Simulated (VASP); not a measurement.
Input of a VASP 6.6.1 run:

INCAR

```
AGGAC = 1.0
AGGAX = 1.0
ALDAC = 0.0
ALDAX = 1.0
ALGO = Normal
EDIFF = 1E-6
ENCUT = 520
GGA = B5
ISIF = 2
ISMEAR = -1
LASPH = T
LCHARG = F
LREAL = F
LWAVE = F
NBANDS = 16
NELM = 60
PREC = Accurate
SIGMA = 0.1
```

KPOINTS

```
k-points
0
Gamma
  5 5 5
```

POSCAR

```
Cs
1.0
    0.0000000000      6.0367311139      6.0367311139
    6.0367311139      0.0000000000      6.0367311139
    6.0367311139      6.0367311139      0.0000000000
Cs
2
Direct
    0.1250000000      0.1250000000      0.1250000000
    0.8750000000      0.8750000000      0.8750000000
```

Potentials or basis: VASP PAW PBE potentials, release 64 (Cs_sv).

Launch:

```sh
$ cat potpaw_PBE.64/Cs_sv/POTCAR > POTCAR
$ mpirun -np 1 vasp_std > vasp.out
```

Q: Estimate the band gap on the k mesh.

A: 0.17 eV, direct.

Q: What does it give for the pressure?

A: 0.0 GPa.

Caveat: the PAW data sets were made with another functional, which shifts forces and pressure a little; spin-orbit coupling is left out, which moves the levels of the heavy elements. A k mesh can miss the band edges.
